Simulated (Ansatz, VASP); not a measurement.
# KMgF3 in VASP and in Ansatz

```
K Mg F
1.0
     3.98590    0.00000    0.00000
     0.00000    3.98590    0.00000
     0.00000    0.00000    3.98590
K Mg F
1 1 3
Direct
  0.50000 0.50000 0.50000
  0.00000 0.00000 0.00627
  0.50000 0.00000 0.00000
  0.00000 0.50000 0.00000
  0.00000 0.00000 0.50000
```

Change from the starting cell: all Mg atoms moved +0.025 Å, as atom 2 along Cartesian [0 0 1].

Alike in both runs: task single point; functional PBEsol; k mesh 6 × 6 × 6; occupations gaussian, width 0.05 eV; no spin polarisation.

|  | VASP | Ansatz |
| --- | --- | --- |
| version | VASP 6.6.1 | Ansatz 0.2.0 |
| potentials or method | VASP PAW PBE potentials, release 64 (K_sv, Mg, F), cutoff 520 eV | scalar-relativistic, plane waves, PAW |
| valence electrons in the cell | 32 | 40 |

Ansatz gave:

- gap on the k mesh at the Fermi level (eV): 7.15
- least direct gap on the mesh (eV): 7.47
- pressure (GPa): 0.3
- traceless stress, the component that is largest in VASP (GPa): 0.06
- rms of the force components (eV/Å): 0.073

Question: Which values does VASP return?

Answer: gap on the k mesh at the Fermi level (eV): 7.12; least direct gap on the mesh (eV): 7.45; pressure (GPa): 0.0; traceless stress, the component that is largest in VASP (GPa): 0.06; rms of the force components (eV/Å): 0.074.

VASP's potentials were made for PBE, not for PBEsol. Atom by atom the forces differ by 0.001 eV/Å (rms over components). With one functional, cell and mesh, what is left measures potentials, basis and numerics. VASP's potentials hold 32 valence electrons a cell and Ansatz's 40, so a difference there can come from the potentials and not from the codes.
